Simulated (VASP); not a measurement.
# BP (P6_3/mmc) in VASP: notebook, part 2 of 2

VASP 6.6.1.

### Step 3. Relaxation of cell and atoms, PBEsol

This run uses another cell than the first one, of 8.27 Å³/atom.

Contents of INCAR:

```
SYSTEM = BP
ALGO = Normal
EDIFF = 1E-6
EDIFFG = -0.01
ENCUT = 600
GGA = PS
IBRION = 2
ISIF = 3
ISMEAR = -1
LASPH = .TRUE.
LCHARG = .FALSE.
LREAL = .FALSE.
LWAVE = .FALSE.
NELM = 100
NSW = 100
PREC = Accurate
SIGMA = 0.03
```

Contents of KPOINTS:

```
k-points
0
G
  9 9 4
  0 0 0
```

Contents of POSCAR:

```
BP
1.0
    2.8612495500      0.0000000000      0.0000000000
   -1.4306247750      2.4779147969      0.0000000000
    0.0000000000      0.0000000000      4.6638367665
B P
2 2
Direct
    0.0000000000      0.0000000000      0.0000000000
    0.0000000000      0.0000000000      0.5000000000
    0.3333333333      0.6666666667      0.2500000000
    0.6666666667      0.3333333333      0.7500000000
```

Potentials or basis: VASP PAW PBE potentials, release 64 (B, P).

Command:

```bash
$ cat potpaw_PBE.64/B/POTCAR potpaw_PBE.64/P/POTCAR > POTCAR
$ mpirun -np 1 vasp_std > vasp.out
```

OUTCAR:

```text
SYSTEM = BP
   EDIFF = 1E-6
   EDIFFG = -0.01
   ENCUT = 600
   GGA = PS
   IBRION = 2
   ISIF = 3
   ISMEAR = -1
   LASPH = .TRUE.
   LREAL = .FALSE.
   NELM = 100
   NSW = 100
   PREC = Accurate

 ion  position               nearest neighbor table
   1  0.000  0.000  0.000-   3 2.02   4 2.02   4 2.02   3 2.02   4 2.02   3 2.02
   2  0.000  0.000  0.500-   3 2.02   4 2.02   4 2.02   3 2.02   4 2.02   3 2.02
   3  0.333  0.667  0.250-   1 2.02   2 2.02   1 2.02   2 2.02   1 2.02   2 2.02   4 2.86   4 2.86
                             4 2.86   4 2.86   4 2.86   4 2.86
   4  0.667  0.333  0.750-   1 2.02   2 2.02   1 2.02   2 2.02   1 2.02   2 2.02   3 2.86   3 2.86
                             3 2.86   3 2.86   3 2.86   3 2.86

  LATTYP: Found a hexagonal cell.
 ALAT       =     2.8612495500
 C/A-ratio  =     1.6300000000

  Lattice vectors:

 A1 = (   2.8612495500,   0.0000000000,   0.0000000000)
 A2 = (  -1.4306247750,   2.4779147969,   0.0000000000)
 A3 = (   0.0000000000,   0.0000000000,   4.6638367665)

Analysis of symmetry for initial positions (statically):
=====================================================================
 Subroutine PRICEL returns:
 Original cell was already a primitive cell.

 Routine SETGRP: Setting up the symmetry group for a
 hexagonal supercell.

 Subroutine GETGRP returns: Found 24 space group operations
 (whereof 12 operations were pure point group operations)
 out of a pool of 24 trial point group operations.

The static configuration has the point symmetry D_3d.
 The point group associated with its full space group is D_6h.

Analysis of symmetry for dynamics (positions and initial velocities):
=====================================================================
 Subroutine PRICEL returns:
 Original cell was already a primitive cell.

 Routine SETGRP: Setting up the symmetry group for a
 hexagonal supercell.

 Subroutine GETGRP returns: Found 24 space group operations
 (whereof 12 operations were pure point group operations)
 out of a pool of 24 trial point group operations.

The dynamic configuration has the point symmetry D_3d.
 The point group associated with its full space group is D_6h.

 Subroutine INISYM returns: Found 24 space group operations
 (whereof 12 operations are pure point group operations),
 and found     1 'primitive' translations

[... 113 lines left out ...]
   ISMEAR =    -1;   SIGMA  =   0.03  broadening in eV -4-tet -1-fermi 0-gaus
   EFERMI_NEDOS =   21; number of points for ismear=-14 and -15
   IALGO  =     38    algorithm
   IMIX   =      4    mixing-type and parameters
     AMIX     =   0.40;   BMIX     =  1.00
     AMIX_MAG =   1.60;   BMIX_MAG =  1.00
  volume/ion in A,a.u.               =       8.27        55.79
  Fermi-wavevector in a.u.,A,eV,Ry     =   1.285246  2.428763 22.474891  1.651858
  Thomas-Fermi vector in A             =   2.417392
   LORBIT       =      0    0 simple, 1 ext, 2 COOP (PROOUT), +10 PAW based schemes
   GGA     = PS    functional components
   LHFCALC =     F    Hartree Fock is set to
   AEXX    =    0.0000 exact exchange contribution
   IVDW    =     0    specifies the selected vdW correction
   LEPSILON=     F    determine dielectric tensor
   LRPA    =     F    only Hartree local field effects (RPA)
 conjugate gradient relaxation of ions
 non-spin polarized calculation
  energy-cutoff  :      600.00
  volume of cell :       33.07
 maximum number of plane-waves:      1114
 NGX is ok and might be reduce to    24
   NGX = 11   NGY = 11   NGZ = 19

--------------------------------------- Ionic step        1  -------------------------------------------

 number of electron      16.0000001 magnetization

 Free energy of the ion-electron system (eV)
  ---------------------------------------------------
  ext. energy  EPLUGINS =         0.00000000
  ---------------------------------------------------
  free energy    TOTEN  =       -21.89031015 eV

  energy without entropy =      -21.88812698  energy(sigma->0) =      -21.88921857

 E-fermi :  12.8671     XC(G=0): -12.8543

 val. band max:       12.6468579013   @ k =   0.1111   0.1111   0.0000
 cond. band min:      12.8933163184   @ k =   0.2222   0.2222   0.2500
 fundamental gap:      0.2464584171
 Fermi energy:        12.8671493200

 k-point     1 :       0.0000    0.0000    0.0000
  band No.  band energies     occupation
      1      -6.6358      2.00000
      2      -1.4643      2.00000
      3       0.3800      2.00000
      4      11.0812      2.00000
      5      11.0812      2.00000
      6      13.5902      0.00000
      7      14.1284      0.00000
      8      14.1284      0.00000
      9      15.7909      0.00000
     10      15.7909      0.00000
     11      18.7358      0.00000
     12      18.7814      0.00000
[... 534 lines left out ...]
--------------------------------------- Ionic step        6  -------------------------------------------

 number of electron      15.9999997 magnetization

 Free energy of the ion-electron system (eV)
  ---------------------------------------------------
  ext. energy  EPLUGINS =         0.00000000
  ---------------------------------------------------
  free energy    TOTEN  =       -22.85720364 eV

  energy without entropy =      -22.85389488  energy(sigma->0) =      -22.85554926

 E-fermi :   9.7557     XC(G=0): -11.9927

 val. band max:        9.6449887093   @ k =   0.2222   0.1111   0.0000
 cond. band min:       9.7856700669   @ k =   0.4444  -0.0000   0.5000
 fundamental gap:      0.1406813576
 Fermi energy:         9.7557391972

 k-point     1 :       0.0000    0.0000    0.0000
  band No.  band energies     occupation
      1      -7.2721      2.00000
      2      -2.9222      2.00000
      3      -0.9098      2.00000
      4       8.6065      2.00000
      5       8.6065      2.00000
      6      10.2552      0.00000
      7      10.9156      0.00000
      8      10.9157      0.00000
      9      12.7589      0.00000
     10      12.7589      0.00000
     11      14.3749      0.00000
     12      14.6414      0.00000
[... 376 lines left out ...]
  FREE ENERGIE OF THE ION-ELECTRON SYSTEM (eV)
  ---------------------------------------------------
  free  energy   TOTEN  =       -22.8572036375 eV

  energy  without entropy=      -22.8538948773  energy(sigma->0) =      -22.85554926

 reached required accuracy - stopping structural energy minimisation
```

OSZICAR:

```text
N       E                     dE             d eps       ncg     rms          rms(c)
DAV:   1     0.473525637170E+02    0.47353E+02   -0.86500E+03   864   0.141E+03
DAV:   2    -0.198273831193E+02   -0.67180E+02   -0.63037E+02  1148   0.213E+02
DAV:   3    -0.226368552940E+02   -0.28095E+01   -0.26757E+01  1128   0.398E+01
[... 43 lines left out ...]
       N       E                     dE             d eps       ncg     rms          rms(c)
DAV:   1    -0.228572054874E+02   -0.21750E-04   -0.35992E-04  1004   0.161E-01    0.990E-03
DAV:   2    -0.228572047387E+02    0.74877E-06   -0.11736E-05  1016   0.264E-02    0.600E-03
DAV:   3    -0.228572036442E+02    0.10945E-05   -0.17080E-06   648   0.965E-03    0.924E-04
DAV:   4    -0.228572036375E+02    0.67270E-08   -0.19322E-07   472   0.383E-03
   6 F= -.22857204E+02 E0= -.22855549E+02  d E =-.899549E-03
```

Wall time 82 s (1 thread of Intel Xeon 8259CL, shared host); peak memory 0.16 GiB.

What came out:

```
Free energy                           : -22.8572 eV
Relaxed volume                        : 10.07 Å³/atom
Relaxed cell                          : a = 3.050 Å, b = 3.050 Å, c = 5.002 Å, α = 90.00°, β = 90.00°, γ = 120.00°
Space group after relaxing (to 0.1 Å) : P6_3/mmc (No. 194)
Energy gained by relaxing             : 241.7 meV/atom
Ionic steps                           : 6
Pressure after relaxing               : 0.1 GPa
Band gap on the k mesh                : zero (bands 8 and 9 overlap by 5.91 eV)
```

The path:
```tsv
step	energy change (eV)	largest force (eV/Å)	pressure (GPa)	volume (Å³)
1	0.0000	0.0000	49.98	33.07
2	-0.5240	0.0000	-18.61	47.00
3	-0.9658	0.0000	-0.43	40.42
4	-0.9660	0.0000	0.22	40.26
5	-0.9669	0.0000	0.12	40.29
6	-0.9669	0.0000	0.11	40.29
```

Final structure:
```
B P
1.0
     3.04991    0.00000    0.00000
    -1.52496    2.64130    0.00000
     0.00000    0.00000    5.00202
B P
2 2
Direct
  0.00000 0.00000 0.00000
  0.00000 0.00000 0.50000
  0.33333 0.66667 0.25000
  0.66667 0.33333 0.75000
```

Levels at points of the mesh, in eV from the Fermi level:
```csv
k point,band 5,band 6,band 7,band 8,band 9,band 10,band 11,band 12
"(0.00, 0.00, 0.00)",-1.15,0.50,1.16,1.16,3.00,3.00,4.62,4.89
"(0.00, 0.00, 0.50)",-0.12,-0.12,-0.12,-0.12,3.72,3.72,3.72,3.72
```

Caveat: the volume moved by over 15 % at a fixed basis, so the end points are rough; the PAW data sets were made with another functional, which shifts forces and pressure a little.

The gap in the log of VASP goes by the Fermi energy; the results here count the filled bands.